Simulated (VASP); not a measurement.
# MnO2 (Pmmn) in VASP: further runs, part 2 of 2

VASP 6.6.1.

## Step 4: Single point, PBEsol, collinear spin, ferromagnetic start

This run uses another cell than the first one, of 11.47 Å³/atom.

POSCAR

```
MnO2
1.0
    2.9041580000      0.0000000000      0.0000000000
    0.0000000000      3.8448100000      0.0000000000
    0.0000000000      0.0000000000      6.1642640000
Mn O
2 4
Direct
    0.5000000000      0.5000000000      0.3433015000
    0.0000000000      0.0000000000      0.6566985000
    0.5000000000      0.0000000000      0.8375675000
    0.0000000000      0.5000000000      0.1624325000
    0.5000000000      0.0000000000      0.4217995000
    0.0000000000      0.5000000000      0.5782005000
```

INCAR.step1

```
PREC     = Accurate       # precision mode
ENCUT    = 520            # plane-wave cutoff, eV
EDIFF    = 1E-6           # SCF threshold, eV
ISMEAR   = -1             # smearing method
SIGMA    = 0.05           # smearing width, eV
LREAL    = False          # projectors in reciprocal space
LASPH    = True           # aspherical terms in the spheres
NELM     = 150            # most SCF steps
ALGO     = Normal         # electronic algorithm
ISIF     = 2              # what is computed and relaxed
LWAVE    = False          # write WAVECAR
LCHARG   = True           # write CHGCAR
ISPIN    = 2              # spin polarisation
MAGMOM   = 4 4 0 0 0 0    # initial moments
LMAXMIX  = 4              # l up to which the mixer works
GGA      = PS             # functional
NBANDS   = 38             # bands
```

KPOINTS.step1

```
Automatic mesh
0
Gamma
  9 7 5
```

INCAR.step2

```
PREC     = Accurate       # precision mode
ENCUT    = 520            # plane-wave cutoff, eV
EDIFF    = 1E-6           # SCF threshold, eV
ISMEAR   = -5             # smearing method
SIGMA    = 0.05           # smearing width, eV
LREAL    = False          # projectors in reciprocal space
LASPH    = True           # aspherical terms in the spheres
NELM     = 150            # most SCF steps
ALGO     = Normal         # electronic algorithm
ISIF     = 2              # what is computed and relaxed
LWAVE    = False          # write WAVECAR
LCHARG   = False          # write CHGCAR
ISPIN    = 2              # spin polarisation
MAGMOM   = 4 4 0 0 0 0    # initial moments
LORBIT   = 11             # projections on sites
LMAXMIX  = 4              # l up to which the mixer works
GGA      = PS             # functional
NBANDS   = 38             # bands
NEDOS    = 1001           # points of the DOS
ICHARG   = 11             # starting density
```

KPOINTS.step2

```
Automatic mesh
0
Gamma
  14 11 8
```

Potentials or basis: VASP PAW PBE potentials, release 64 (Mn_pv, O).

The run is started by

```
$ cat potpaw_PBE.64/Mn_pv/POTCAR potpaw_PBE.64/O/POTCAR > POTCAR
$ cp INCAR.step1 INCAR
$ cp KPOINTS.step1 KPOINTS
$ mpirun -np 1 vasp_std > vasp.out
$ cp INCAR.step2 INCAR
$ cp KPOINTS.step2 KPOINTS
$ mpirun -np 1 vasp_std > vasp.out
```

OUTCAR:

```text
PREC = Accurate
   ENCUT = 520
   EDIFF = 1E-6
   ISMEAR = -5
   LREAL = False
   LASPH = True
   NELM = 150
   ISIF = 2
   ISPIN = 2
   LORBIT = 11
   GGA = PS
   ICHARG = 11

 ion  position               nearest neighbor table
   1  0.500  0.500  0.343-   4 1.83   4 1.83   5 1.98   5 1.98   6 2.05   6 2.05   2 3.09   2 3.09
                             2 3.09   2 3.09
   2  0.000  0.000  0.657-   3 1.83   3 1.83   6 1.98   6 1.98   5 2.05   5 2.05   1 3.09   1 3.09
                             1 3.09   1 3.09
   3  0.500  0.000  0.838-   2 1.83   2 1.83
   4  0.000  0.500  0.162-   1 1.83   1 1.83
   5  0.500  0.000  0.422-   1 1.98   1 1.98   2 2.05   2 2.05
   6  0.000  0.500  0.578-   2 1.98   2 1.98   1 2.05   1 2.05

  LATTYP: Found a simple orthorhombic cell.
 ALAT       =     2.9041580000
 B/A-ratio  =     1.3238983554
 C/A-ratio  =     2.1225649569

  Lattice vectors:

 A1 = (   2.9041580000,   0.0000000000,   0.0000000000)
 A2 = (   0.0000000000,   3.8448100000,   0.0000000000)
 A3 = (   0.0000000000,   0.0000000000,   6.1642640000)

Analysis of symmetry for initial positions (statically):
=====================================================================
 Subroutine PRICEL returns:
 Original cell was already a primitive cell.

 Routine SETGRP: Setting up the symmetry group for a
 simple orthorhombic supercell.

 Subroutine GETGRP returns: Found  8 space group operations
 (whereof  4 operations were pure point group operations)
 out of a pool of  8 trial point group operations.

The static configuration has the point symmetry C_2v.
 The point group associated with its full space group is D_2h.

Analysis of symmetry for dynamics (positions and initial velocities):
=====================================================================
 Subroutine PRICEL returns:
 Original cell was already a primitive cell.

 Routine SETGRP: Setting up the symmetry group for a
 simple orthorhombic supercell.

[... 188 lines left out ...]
  band No.  band energies     occupation
      1     -47.4799      1.00000
      2     -47.4557      1.00000
      3     -47.4519      1.00000
      4     -47.4287      1.00000
      5     -47.4243      1.00000
      6     -47.4158      1.00000
[... 949 lines left out ...]
     36      14.8773      0.00000
     37      16.6959      0.00000

 [... further k-points ...]

 spin component 2

 k-point     1 :       0.0000    0.0000    0.0000
  band No.  band energies     occupation
      1     -44.5337      1.00000
      2     -44.5187      1.00000
      3     -44.3565      1.00000
      4     -44.3220      1.00000
      5     -44.3185      1.00000
      6     -44.2888      1.00000
[... 949 lines left out ...]
     36      15.4755      0.00000
     37      17.0465      0.00000

 [... further k-points ...]

 [bands above 37 left out]

------------------------ aborting loop because EDIFF is reached ----------------------------------------

  FORCE on cell =-STRESS in cart. coord.  units (eV):
  Direction    XX          YY          ZZ          XY          YZ          ZX
  --------------------------------------------------------------------------------------
  -------------------------------------------------------------------------------------
  Total       -7.7654074     -4.7387301     -4.5683080      0.0000000      0.0000000      0.0000000
  in kB     -180.7583930   -110.3052542   -106.3382742      0.0000000      0.0000000      0.0000000
  external PRESSURE =    -132.4673071 kB  Pullay stress =       0.0000000 kB

 VOLUME and BASIS-vectors are now :
 -----------------------------------------------------------------------------
  energy-cutoff  :      520.00
  volume of cell :       68.83
      direct lattice vectors                 reciprocal lattice vectors
     2.904158000  0.000000000  0.000000000     0.344333883  0.000000000  0.000000000
     0.000000000  3.844810000  0.000000000     0.000000000  0.260090876  0.000000000
     0.000000000  0.000000000  6.164264000     0.000000000  0.000000000  0.162225369

 POSITION                                       TOTAL-FORCE (eV/Angst)
 -----------------------------------------------------------------------------------
      1.45208      1.92240      2.11620         0.000000      0.000000     -0.267441
      0.00000      0.00000      4.04806         0.000000      0.000000      0.267441
      1.45208      0.00000      5.16299         0.000000      0.000000     -1.063489
      0.00000      1.92240      1.00128         0.000000      0.000000      1.063489
      1.45208      0.00000      2.60008         0.000000      0.000000      0.217917
      0.00000      1.92240      3.56418         0.000000      0.000000     -0.217917
 -----------------------------------------------------------------------------------
    total drift:                                0.000000     -0.000000      0.000000

  FREE ENERGIE OF THE ION-ELECTRON SYSTEM (eV)
  ---------------------------------------------------
  free  energy   TOTEN  =       -49.3193628944 eV

  energy  without entropy=      -49.3193628944  energy(sigma->0) =      -49.31936289

 total charge

# of ion       s       p       d       tot
------------------------------------------
    1        0.332   6.397   4.903  11.632
    2        0.332   6.397   4.903  11.632
    3        1.586   3.322   0.000   4.908
    4        1.586   3.322   0.000   4.908
    5        1.564   3.410   0.000   4.973
    6        1.564   3.410   0.000   4.973
--------------------------------------------------
tot          6.964  26.257   9.806  43.026

 magnetization (x)

# of ion       s       p       d       tot
------------------------------------------
    1        0.023   0.025   2.739   2.787
    2        0.023   0.025   2.739   2.787
    3        0.004   0.108   0.000   0.112
    4        0.004   0.108   0.000   0.112
    5        0.007  -0.018   0.000  -0.011
    6        0.007  -0.018   0.000  -0.011
--------------------------------------------------
tot          0.067   0.233   5.478   5.778
```

Run time: 11 min. Hardware: 1 thread of Oxide Virtual Turin-like, shared host; peak memory 0.79 GiB.

Results:

| Item | Value |
| --- | --- |
| Net moment | 6.00 μB per cell |
| Site moments | Mn +2.79; O +0.11, -0.01 (each value once) μB |
| Valence electrons inside the program's atomic spheres | Mn 11.63; O 4.91, 4.97 (each value once) |

Levels at points of the mesh, in eV from the Fermi level:
Spin up:
| k point | band 24 | band 25 | band 26 | band 27 | band 28 | band 29 | band 30 | band 31 | band 32 | band 33 |
| --- | --- | --- | --- | --- | --- | --- | --- | --- | --- | --- |
| (0.00, 0.00, 0.00) | -1.76 | -1.40 | -0.93 | -0.15 | 0.13 | 0.54 | 0.62 | 2.13 | 2.47 | 6.04 |
| (0.50, 0.00, 0.00) | -1.94 | -1.45 | -1.45 | -0.29 | -0.29 | -0.12 | -0.12 | 1.55 | 1.55 | 10.68 |
| (0.00, 0.00, 0.50) | -1.79 | -1.41 | -0.88 | -0.34 | 0.26 | 0.29 | 0.77 | 2.01 | 2.57 | 7.49 |
| (0.50, 0.00, 0.50) | -1.96 | -1.49 | -1.49 | -0.26 | -0.26 | -0.23 | -0.23 | 1.56 | 1.56 | 10.90 |
Spin down:
```tsv
k point	band 18	band 19	band 20	band 21	band 22	band 23	band 24	band 25	band 26	band 27
(0.00, 0.00, 0.00)	-2.81	-2.56	-2.11	-2.06	-1.66	0.43	0.91	1.10	1.28	2.06
(0.50, 0.00, 0.00)	-3.25	-2.40	-2.40	-2.33	-2.33	0.99	0.99	1.15	1.15	1.76
(0.00, 0.00, 0.50)	-2.84	-2.78	-2.45	-2.05	-1.69	0.43	0.91	1.15	1.23	2.00
(0.50, 0.00, 0.50)	-3.21	-2.51	-2.51	-2.34	-2.34	0.99	0.99	1.16	1.16	1.76
```

Caveat: the PAW data sets were made with another functional, which shifts forces and pressure a little; semilocal functionals often make such compounds metallic where correlation or magnetic order opens a gap, which also shifts bond lengths; only a ferromagnetic start was run, and an antiferromagnetic order may lie lower in energy; tetrahedron occupations give inexact forces and stress in metals.

## Step 5: Summary

```tsv
level	U	cell	smearing	k mesh for the DOS	occupations for the DOS	gap on the mesh (eV)	pressure (GPa)	moment (μB)	largest force (eV/Å)
PBEsol+U	Mn d U = 6.0 eV	a = 2.845, b = 3.766, c = 6.038 Å, 6 atoms	fermi-dirac 0.02 eV	-	-	none	9.1	6.00	0.93
PBEsol+U	Mn d U = 6.0 eV	a = 2.865, b = 3.793, c = 6.081 Å, 6 atoms	fermi-dirac 0.02 eV	-	-	none	5.9	6.00	0.70
PBEsol	-	a = 2.904, b = 3.845, c = 6.164 Å, 6 atoms	fermi-dirac 0.05 eV	14 × 11 × 8	tetrahedron	-	-	6.00	-
```

Alike in all rows: task single point; potentials or basis VASP PAW PBE potentials, release 64 (Mn_pv, O); spin collinear, ferromagnetic start; k mesh 9 × 7 × 5; cutoff (eV) 520.

Caveats: the PAW data sets were made with another functional, which shifts forces and pressure a little; only a ferromagnetic start was run, and an antiferromagnetic order may lie lower in energy; the cell stands under pressure (at least some runs); semilocal functionals often make such compounds metallic where correlation or magnetic order opens a gap, which also shifts bond lengths (at least some runs); tetrahedron occupations give inexact forces and stress in metals (at least some runs).

Total energies depend on the potentials used, so only differences within one code and one set of settings carry meaning.
